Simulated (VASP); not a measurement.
# Pb in VASP: a series of runs

Runs on Pb. Level: PBE. Tasks: electric field gradients, density of states.

All numbers are computed with VASP 6.6.1; they aren't measurements. Logs are shortened: lines on timing, memory, paths and dates and some standing lists are left out, and cuts for length are marked.

**1. The cell of the first run**

The structure is cubic, space group Fd-3m (No. 227). Conventional cell: a = 6.991 Å, b = 6.991 Å, c = 6.991 Å, α = 90.00°, β = 90.00°, γ = 90.00°. Pb (site symmetry -43m) has 4 Pb at 3.03 Å within 4.0 Å.

**2. Electric field gradients, PBE (volume scaled by 1.05)**

Input file INCAR:

```
PREC = Accurate
ENCUT = 520
EDIFF = 1E-8
ISMEAR = -1
SIGMA = 0.05
LREAL = F
LASPH = T
NELM = 80
ALGO = Normal
ISIF = 2
LWAVE = F
LCHARG = F
GGA = PE
LEFG = T
NBANDS = 21
```

Input file KPOINTS:

```
Automatic mesh
0
Gamma
  8 8 8
```

Input file POSCAR:

```
Pb
1.0
    0.0000000000      3.4953871275      3.4953871275
    3.4953871275      0.0000000000      3.4953871275
    3.4953871275      3.4953871275      0.0000000000
Pb
2
Direct
    0.0000000000      0.0000000000      0.0000000000
    0.2500000000      0.2500000000      0.2500000000
```

Potentials or basis: VASP PAW PBE potentials, release 64 (Pb_d).

Command:

```console
cat potpaw_PBE.64/Pb_d/POTCAR > POTCAR
mpirun -np 1 vasp_std > vasp.out
```

OUTCAR:

```text
PREC = Accurate
   ENCUT = 520
   EDIFF = 1E-8
   ISMEAR = -1
   LREAL = F
   LASPH = T
   NELM = 80
   ISIF = 2
   GGA = PE

 ion  position               nearest neighbor table
   1  0.000  0.000  0.000-   2 3.03   2 3.03   2 3.03   2 3.03
   2  0.250  0.250  0.250-   1 3.03   1 3.03   1 3.03   1 3.03

  LATTYP: Found a face centered cubic cell.
 ALAT       =     6.9907742550

  Lattice vectors:

 A1 = (   0.0000000000,   3.4953871275,   3.4953871275)
 A2 = (   3.4953871275,   0.0000000000,   3.4953871275)
 A3 = (   3.4953871275,   3.4953871275,   0.0000000000)

Analysis of symmetry for initial positions (statically):
=====================================================================
 Subroutine PRICEL returns:
 Original cell was already a primitive cell.

 Routine SETGRP: Setting up the symmetry group for a
 face centered cubic supercell.

 Subroutine GETGRP returns: Found 48 space group operations
 (whereof 24 operations were pure point group operations)
 out of a pool of 48 trial point group operations.

The static configuration has the point symmetry T_d .
 The point group associated with its full space group is O_h .

Analysis of symmetry for dynamics (positions and initial velocities):
=====================================================================
 Subroutine PRICEL returns:
 Original cell was already a primitive cell.

 Routine SETGRP: Setting up the symmetry group for a
 face centered cubic supercell.

 Subroutine GETGRP returns: Found 48 space group operations
 (whereof 24 operations were pure point group operations)
 out of a pool of 48 trial point group operations.

The dynamic configuration has the point symmetry T_d .
 The point group associated with its full space group is O_h .

 Subroutine INISYM returns: Found 48 space group operations
 (whereof 24 operations are pure point group operations),
 and found     1 'primitive' translations

----------------------------------------------------------------------------------------

                                     Primitive cell

  volume of cell :      85.4114

  direct lattice vectors                    reciprocal lattice vectors
     0.000000000  3.495387127  3.495387127    -0.143045672  0.143045672  0.143045672
     3.495387127  0.000000000  3.495387127     0.143045672 -0.143045672  0.143045672
     3.495387127  3.495387127  0.000000000     0.143045672  0.143045672 -0.143045672

  length of vectors
     4.943223881  4.943223881  4.943223881     0.247762371  0.247762371  0.247762371

  position of ions in fractional coordinates (direct lattice)
     0.000000000  0.000000000  0.000000000
     0.250000000  0.250000000  0.250000000

  ion indices of the primitive-cell ions
   primitive index   ion index
                 1           1
                 2           2

----------------------------------------------------------------------------------------

 KPOINTS: Automatic mesh

Automatic generation of k-mesh.
 Grid dimensions read from file:
 generate k-points for:    8    8    8

 Generating k-lattice:

  Cartesian coordinates                     Fractional coordinates (reciprocal lattice)
    -0.017880709  0.017880709  0.017880709     0.125000000  0.000000000  0.000000000
     0.017880709 -0.017880709  0.017880709     0.000000000  0.125000000  0.000000000
     0.017880709  0.017880709 -0.017880709     0.000000000  0.000000000  0.125000000

  Length of vectors
     0.030970296  0.030970296  0.030970296

  Shift w.r.t. Gamma in fractional coordinates (k-lattice)
     0.000000000  0.000000000  0.000000000

 Subroutine IBZKPT returns following result:
 ===========================================

 Found     29 irreducible k-points:

 Following reciprocal coordinates:
            Coordinates               Weight
  0.000000  0.000000  0.000000      1.000000
  0.125000  0.000000  0.000000      8.000000
  0.250000  0.000000  0.000000      8.000000
  0.375000  0.000000  0.000000      8.000000
  0.500000  0.000000  0.000000      4.000000
  0.125000  0.125000  0.000000      6.000000
[... 16 lines left out ...]
  0.500000  0.250000  0.125000     48.000000
 -0.375000  0.250000  0.125000     24.000000
 [... further k-points ...]
   k-points           NKPTS =     29   k-points in BZ     NKDIM =     29   number of bands    NBANDS=     21
   number of dos      NEDOS =    301   number of ions     NIONS =      2
   total plane-waves  NPLWV =  64000
   dimension x,y,z NGX =    40 NGY =   40 NGZ =   40
   dimension x,y,z NGXF=    80 NGYF=   80 NGZF=   80
   ions per type =               2
   NGX,Y,Z   is equivalent  to a cutoff of  13.45, 13.45, 13.45 a.u.
   NGXF,Y,Z  is equivalent  to a cutoff of  26.90, 26.90, 26.90 a.u.
 SYSTEM =  unknown system
   PREC   = accura    normal or accurate (medium, high low for compatibility)
   ISTART =      0    job   : 0-new  1-cont  2-samecut
   ICHARG =      2    charge: 1-file 2-atom 10-const
   ISPIN  =      1    spin polarized calculation?
   LNONCOLLINEAR =      F non collinear calculations
   LSORBIT =      F    spin-orbit coupling
   LASPH  =      T    aspherical Exc in radial PAW
   ENCUT  =  520.0 eV  38.22 Ry    6.18 a.u.   9.19  9.19  9.19*2*pi/ulx,y,z
   NELM   =     80;   NELMIN=  2; NELMDL= -5     # of ELM steps
   EDIFF  = 0.1E-07   stopping-criterion for ELM
   LREAL  =      F    real-space projection
   EDIFFG = 0.1E-06   stopping-criterion for IOM
   NSW    =      0    number of steps for IOM
   IBRION =     -1    ionic relax: 0-MD 1-quasi-New 2-CG
   NFREE  =      0    steps in history (QN), initial steepest desc. (CG)
   ISIF   =      2    stress and relaxation
   ISYM   =      2    0-nonsym 1-usesym 2-fastsym
   POTIM  = 0.5000    time-step for ionic-motion
   TEBEG  =    0.0;   TEEND  =   0.0 temperature during run
   PSTRESS=    0.0 pullay stress
   NELECT =      28.0000    total number of electrons
   NUPDOWN=      -1.0000    fix difference up-down
   EMIN   =  10.00;   EMAX   =-10.00  energy-range for DOS
   EFERMI =   0.00;   METHOD = LEGACY
   ISMEAR =    -1;   SIGMA  =   0.05  broadening in eV -4-tet -1-fermi 0-gaus
   EFERMI_NEDOS =   21; number of points for ismear=-14 and -15
   IALGO  =     38    algorithm
   IMIX   =      4    mixing-type and parameters
     AMIX     =   0.40;   BMIX     =  1.00
     AMIX_MAG =   1.60;   BMIX_MAG =  1.00
  volume/ion in A,a.u.               =      42.71       288.19
  Fermi-wavevector in a.u.,A,eV,Ry     =   1.128814  2.133148 17.336817  1.274220
  Thomas-Fermi vector in A             =   2.265505
   LORBIT       =      0    0 simple, 1 ext, 2 COOP (PROOUT), +10 PAW based schemes
   GGA     = PE    functional components
   LHFCALC =     F    Hartree Fock is set to
   AEXX    =    0.0000 exact exchange contribution
   IVDW    =     0    specifies the selected vdW correction
   LEPSILON=     F    determine dielectric tensor
   LRPA    =     F    only Hartree local field effects (RPA)
 non-spin polarized calculation
  energy-cutoff  :      520.00
  volume of cell :       85.41
 maximum number of plane-waves:      2332
 NGX is ok and might be reduce to    40
   NGX = 19   NGY = 19   NGZ = 19

 number of electron      27.9999997 magnetization

 Free energy of the ion-electron system (eV)
  ---------------------------------------------------
  ext. energy  EPLUGINS =         0.00000000
  ---------------------------------------------------
  free energy    TOTEN  =        -6.60492472 eV

  energy without entropy =       -6.60061024  energy(sigma->0) =       -6.60276748

 E-fermi :   3.9639     XC(G=0):  -8.2172

 val. band max:        3.6868707846   @ k =   0.1250   0.1250   0.0000
 cond. band min:       3.9809070961   @ k =  -0.1250   0.1250   0.0000
 fundamental gap:      0.2940363115
 Fermi energy:         3.9638530165

 k-point     1 :       0.0000    0.0000    0.0000
  band No.  band energies     occupation
      1     -13.1950      2.00000
      2     -13.1950      2.00000
      3     -13.1950      2.00000
      4     -13.1264      2.00000
      5     -13.1264      2.00000
      6     -12.7465      2.00000
[... 13 lines left out ...]
     20      11.8688      0.00000
     21      11.8688      0.00000

 k-point     2 :       0.1250    0.0000    0.0000
  band No.  band energies     occupation
      1     -13.2083      2.00000
      2     -13.2083      2.00000
      3     -13.1916      2.00000
      4     -13.1074      2.00000
      5     -13.1074      2.00000
      6     -12.7718      2.00000
[... 13 lines left out ...]
     20      11.1645      0.00000
     21      11.1645      0.00000
[... 487 lines left out ...]
      5     -12.9936      2.00000
      6     -12.9096      2.00000
[... 13 lines left out ...]
     20      11.1978      0.00000
     21      12.2301      0.00000

 k-point    24 :      -0.3750    0.2500    0.1250
  band No.  band energies     occupation
      1     -13.2743      2.00000
      2     -13.2542      2.00000
      3     -13.1164      2.00000
      4     -13.0174      2.00000
      5     -12.9959      2.00000
      6     -12.9040      2.00000
[... 13 lines left out ...]
     20      11.7082      0.00000
     21      12.3916      0.00000

 [... further k-points ...]
[... 5 lines left out ...]
  --------------------------------------------------------------------------------------
  -------------------------------------------------------------------------------------
  Total        0.3845985      0.3845985      0.3845985      0.0000000      0.0000000      0.0000000
  in kB        7.2144344      7.2144344      7.2144344      0.0000000      0.0000000      0.0000000
  external PRESSURE =       7.2144344 kB  Pullay stress =       0.0000000 kB

 VOLUME and BASIS-vectors are now :
 -----------------------------------------------------------------------------
  energy-cutoff  :      520.00
  volume of cell :       85.41
      direct lattice vectors                 reciprocal lattice vectors
     0.000000000  3.495387127  3.495387127    -0.143045672  0.143045672  0.143045672
     3.495387127  0.000000000  3.495387127     0.143045672 -0.143045672  0.143045672
     3.495387127  3.495387127  0.000000000     0.143045672  0.143045672 -0.143045672

 POSITION                                       TOTAL-FORCE (eV/Angst)
 -----------------------------------------------------------------------------------
      0.00000      0.00000      0.00000        -0.000000     -0.000000     -0.000000
      1.74769      1.74769      1.74769         0.000000      0.000000      0.000000
 -----------------------------------------------------------------------------------
    total drift:                               -0.000000     -0.000000      0.000000

  FREE ENERGIE OF THE ION-ELECTRON SYSTEM (eV)
  ---------------------------------------------------
  free  energy   TOTEN  =        -6.6049247224 eV

  energy  without entropy=       -6.6006102446  energy(sigma->0) =       -6.60276748

 Electric field gradients (V/A^2)
---------------------------------------------------------------------
 ion       V_xx      V_yy      V_zz      V_xy      V_xz      V_yz
---------------------------------------------------------------------
   1       0.000     0.000     0.000     0.001     0.001     0.001
   2       0.000     0.000     0.000     0.001     0.001     0.001
---------------------------------------------------------------------

 Electric field gradients after diagonalization (V/A^2)
 (convention: |V_zz| > |V_xx| > |V_yy|)
----------------------------------------------------------------------
 ion       V_xx      V_yy      V_zz     asymmetry (V_yy - V_xx)/ V_zz
----------------------------------------------------------------------
   1      -0.001    -0.001     0.002       0.000
   2      -0.001    -0.001     0.002       0.000
----------------------------------------------------------------------

           NMR quadrupolar parameters

 Cq : quadrupolar parameter    Cq=e*Q*V_zz/h
 eta: asymmetry parameters     (V_yy - V_xx)/ V_zz
 Q  : nuclear electric quadrupole moment in mb (millibarn)
----------------------------------------------------------------------
 ion       Cq(MHz)       eta       Q (mb)
----------------------------------------------------------------------
   1       0.000       0.000       1.000
   2       0.000       0.000       1.000
----------------------------------------------------------------------
```

Run time: 31 s. Hardware: 1 thread of Intel Xeon 6975P-C (Granite Rapids), shared host; peak memory 0.25 GiB.

What came out:

```yaml
Free_energy: -6.6049 eV
Pressure: 0.7 GPa
Band_gap_on_the_k_mesh: zero (band 14 reaches 4.29 eV, above the bottom of band 15 at 3.22 eV)
```

Levels at points of the mesh, in eV from the Fermi level:
```tsv
k point	band 12	band 13	band 14	band 15	band 16	band 17
(0.00, 0.00, 0.00)	-4.23	0.33	0.33	0.33	2.32	2.32
(0.50, 0.00, 0.00)	-7.09	-1.01	-0.74	-0.74	3.41	3.41
(0.50, 0.50, 0.00)	-8.43	-1.89	-1.89	0.83	0.83	6.82
```

Caveat: without QUAD_EFG the Cq values of the log hold for a quadrupole moment of 1 mb, not for the nuclei; spin-orbit coupling is left out, which moves the levels of the heavy elements.

(Part 1 of 4 ends here.)
